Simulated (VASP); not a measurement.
PbO, 4 atoms in the cell. Symmetry: P4/nmm, No. 129, tetragonal system. The conventional cell has a = 3.909 Å, b = 3.909 Å, c = 4.908 Å, α = 90.00°, β = 90.00°, γ = 90.00°. Pb (site symmetry 4mm) has 4 O at 2.28 Å within 3.0 Å. Within 3.0 Å of O (site symmetry -4m2) lie 4 Pb at 2.28 Å and 4 O at 2.76 Å. 

* Program: VASP 6.6.1
* Task: single point
* Functional: BLYP
* Potentials or basis: VASP PAW PBE potentials, release 64 (Pb_d, O)
* Cutoff: 600 eV
* k mesh: 7 × 7 × 6
* Occupations: fermi-dirac, width 0.05 eV
* Spin: no spin polarisation
* Dipole correction: no
* Further INCAR settings: ALGO = Normal; EDIFF = 1e-06; NBANDS = 28

Potentials or basis: VASP PAW PBE potentials, release 64 (Pb_d, O).

The run is started by

```sh
$ cat potpaw_PBE.64/Pb_d/POTCAR potpaw_PBE.64/O/POTCAR > POTCAR
$ mpirun -np 1 vasp_std > vasp.out
```

Hardware: 1 thread of Intel Xeon 8259CL, with other jobs on the host.

Problem. How long does it take, and how much memory?

Solution. It took 2.3 min on 1 thread of Intel Xeon 8259CL, with other jobs on the host, peak memory 0.24 GiB. Counts: scf iterations 14, k points 40.
